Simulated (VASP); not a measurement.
A run of VASP 6.6.1 is set up as follows.

The input INCAR:

```
SYSTEM = Co
PREC = Accurate
ENCUT = 520
EDIFF = 1E-6
ISMEAR = 0
SIGMA = 0.05
LREAL = .FALSE.
LASPH = .TRUE.
NELM = 150
ALGO = Normal
ISIF = 2
LWAVE = .FALSE.
LCHARG = .FALSE.
ISPIN = 2
MAGMOM = 1.71 1.71
LORBIT = 11
LMAXMIX = 4
GGA = PS
NBANDS = 20
```

The input KPOINTS:

```
Automatic mesh
0
G
  15 15 8
  0 0 0
```

POSCAR

```
Co
1.0
    2.5074000000      0.0000000000      0.0000000000
   -1.2537000000      2.1714720974      0.0000000000
    0.0000000000      0.0000000000      4.0699000000
Co
2
Direct
    0.3333333333      0.6666666667      0.2500000000
    0.6666666667      0.3333333333      0.7500000000
```

Potentials or basis: VASP PAW PBE potentials, release 64 (Co).

Command:

```sh
$ cat potpaw_PBE.64/Co/POTCAR > POTCAR
$ mpirun -np 1 vasp_std > vasp.out
```

Problem. Predict the pressure.

Solution. -14.2 GPa.

Problem. Estimate the site moments.

Solution. Co +1.65 μB.

Stress tensor (GPa, compression positive):
```
-13.76   0.00   0.00
  0.00 -13.76   0.00
  0.00   0.00 -14.95
```

Caveat: the PAW data sets were made with another functional, which shifts forces and pressure a little.
